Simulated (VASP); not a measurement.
# BP: density of states with PBE

BP:

```
CELL_PARAMETERS angstrom
0.00000 2.27415 2.27415
2.27415 0.00000 2.27415
2.27415 2.27415 0.00000
ATOMIC_POSITIONS crystal
B 0.00000 0.00000 0.00000
P 0.25000 0.25000 0.25000
```

| Quantity | Value |
| --- | --- |
| Program | VASP 6.6.1 |
| Task | density of states |
| Functional | PBE |
| Potentials or basis | VASP PAW PBE potentials, release 64 (B, P) |
| Cutoff | 520 eV |
| k mesh | 10 × 10 × 10 |
| Occupations | gaussian, width 0.02 eV |
| Spin | no spin polarisation |
| Dipole correction | no |
| k mesh for the DOS | 15 × 15 × 15 |
| Occupations for the DOS | tetrahedron |
| Further INCAR settings | ALGO = Normal; EDIFF = 1e-07; NBANDS = 11 |

The valence electrons inside the program's atomic spheres are B 1.93; P 2.56.

Levels at points of the mesh, in eV from the valence-band top:
```csv
k point,band 1,band 2,band 3,band 4,band 5,band 6,band 7,band 8
"(0.00, 0.00, 0.00)",-15.40,0.00,0.00,0.00,3.39,3.39,3.39,7.27
```

Run time: 20 s on 1 thread of Intel(R) Xeon(R) Platinum 8375C CPU @ 2.90GHz (Ice Lake) (shared host), peak memory 0.14 GiB.
